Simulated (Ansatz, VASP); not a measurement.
# GaO in VASP and in Ansatz

```
Ga O
1.0
     3.43270    0.00000    0.00000
    -1.71635    2.97281    0.00000
     0.00000    0.00000    6.78068
Ga O
2 2
Direct
  0.33333 0.66667 0.25000
  0.66667 0.33333 0.75000
  0.33333 0.66667 0.75000
  0.66667 0.33333 0.25000
```

Change from the starting cell: species swapped into the BN type (P6_3/mmc, No. 194).

Alike in both runs: task single point; functional PBE; k mesh 6 × 6 × 4; occupations gaussian, width 0.1 eV; collinear spin.

|  | VASP | Ansatz |
| --- | --- | --- |
| version | VASP 6.6.1 | Ansatz 0.2.0 |
| potentials or method | VASP PAW PBE potentials, release 64 (Ga_d, O), cutoff 520 eV | scalar-relativistic, plane waves, PAW |
| valence electrons in the cell | 38 | 38 |

|  | VASP | Ansatz | Ansatz less VASP |
| --- | --- | --- | --- |
| gap on the k mesh at the Fermi level (eV) | none | none | - |
| pressure (GPa) | 0.7 | 0.3 | -0.35 |
| traceless stress, the component that is largest in VASP (GPa) | -0.59 | -0.10 | +0.483 |
| net moment per atom (μB) | 0.00 | 0.00 | 0.000 |

A gap of «none» marks a metal or a gap that the smearing closes. Ansatz's warnings: seeded moment not kept.
